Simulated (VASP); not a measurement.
Write the native input for VASP 6.6.1 that does the following.

| Item | Value |
| --- | --- |
| Task | single point |
| Functional | LDA |
| Potentials or basis | VASP PAW LDA potentials, release 64 (W_sv) |
| Cutoff | 520 eV |
| k mesh | 12 × 12 × 12 |
| Occupations | fermi-dirac, width 0.05 eV |
| Spin | no spin polarisation |
| Dipole correction | no |
| Further INCAR settings | ALGO = Normal; EDIFF = 1e-06; NBANDS = 13 |

The structure of W lies in POSCAR:

```
W
1.0
   -1.5717249149      1.5717249149      1.5717249149
    1.5717249149     -1.5717249149      1.5717249149
    1.5717249149      1.5717249149     -1.5717249149
W
1
Direct
    0.0000000000      0.0000000000      0.0000000000
```

The input as run:

INCAR

```
ALGO = Normal
EDIFF = 1E-6
ENCUT = 520
GGA = CA
ISIF = 2
ISMEAR = -1
LASPH = T
LCHARG = F
LREAL = F
LWAVE = F
NBANDS = 13
NELM = 100
PREC = Accurate
SIGMA = 0.05
```

KPOINTS

```
k-points
0
Gamma
  12 12 12
```

Potentials or basis: VASP PAW LDA potentials, release 64 (W_sv).

Launch:

```bash
$ cat potpaw_LDA.64/W_sv/POTCAR > POTCAR
$ mpirun -np 1 vasp_std > vasp.out
```

Results of the run:

| Property | Result |
| --- | --- |
| Pressure | -1.0 GPa |
| Band gap on the k mesh | zero (band 7 reaches 16.92 eV, above the bottom of band 8 at 10.33 eV) |

Caveat: spin-orbit coupling is left out, which moves the levels of the heavy elements.

It took 8 s on 1 thread of AMD EPYC 7R43 64-Core Processor (Zen 3) (shared host), peak memory 0.09 GiB.
